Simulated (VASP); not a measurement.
Here is a VASP 6.6.1 calculation.

Contents of POSCAR:

```
GaN
1.0
    0.0000000000      2.2535006075      2.2535006075
    2.2535006075      0.0000000000      2.2535006075
    2.2535006075      2.2535006075      0.0000000000
Ga N
1 1
Direct
    0.0000000000      0.0000000000      0.0000000000
    0.2500000000      0.2500000000      0.2500000000
```

The input INCAR.step1:

```
SYSTEM = GaN
PREC     = Accurate       ! precision mode
ENCUT    = 520            ! plane-wave cutoff, eV
EDIFF    = 1E-5           ! SCF threshold, eV
ISMEAR   = -1             ! smearing method
SIGMA    = 0.05           ! smearing width, eV
LREAL    = .FALSE.        ! projectors in reciprocal space
LASPH    = .TRUE.         ! aspherical terms in the spheres
NELM     = 60             ! most SCF steps
ALGO     = Normal         ! electronic algorithm
ISIF     = 2              ! what is computed and relaxed
LWAVE    = .TRUE.         ! write WAVECAR
GGA      = PE             ! functional
NBANDS   = 16             ! bands
```

Contents of INCAR.step2:

```
SYSTEM = GaN
PREC     = Accurate       ! precision mode
ENCUT    = 520            ! plane-wave cutoff, eV
EDIFF    = 1E-6           ! SCF threshold, eV
ISMEAR   = -1             ! smearing method
SIGMA    = 0.05           ! smearing width, eV
LREAL    = .FALSE.        ! projectors in reciprocal space
LASPH    = .TRUE.         ! aspherical terms in the spheres
NELM     = 60             ! most SCF steps
ALGO     = Normal         ! electronic algorithm
ISIF     = 2              ! what is computed and relaxed
LWAVE    = .FALSE.        ! write WAVECAR
LCHARG   = .TRUE.         ! write CHGCAR
GGA      = B5             ! functional
LHFCALC  = .TRUE.         ! exact exchange
AEXX     = 0.2            ! exact-exchange fraction
AGGAX    = 0.72         
AGGAC    = 0.81         
ALDAC    = 0.19         
PRECFOCK = Normal       
LELF     = .TRUE.         ! ELF
LVHAR    = .TRUE.       
ISTART   = 1            
NBANDS   = 16             ! bands
```

The input KPOINTS:

```
regular mesh
0
G
  6 6 6
  0 0 0
```

Potentials or basis: VASP PAW PBE potentials, release 64 (Ga_d, N).

Command:

```console
$ cat potpaw_PBE.64/Ga_d/POTCAR potpaw_PBE.64/N/POTCAR > POTCAR
$ cp INCAR.step1 INCAR
$ mpirun -np 1 vasp_std > vasp.out
$ cp INCAR.step2 INCAR
$ mpirun -np 1 vasp_std > vasp.out
```

(1) Estimate the band gap on the k mesh.

(2) Estimate the pressure.

Answers

(1) 3.40 eV, direct.

(2) 5.5 GPa.

Caveat: the PAW data sets were made with another functional, which shifts forces and pressure a little.
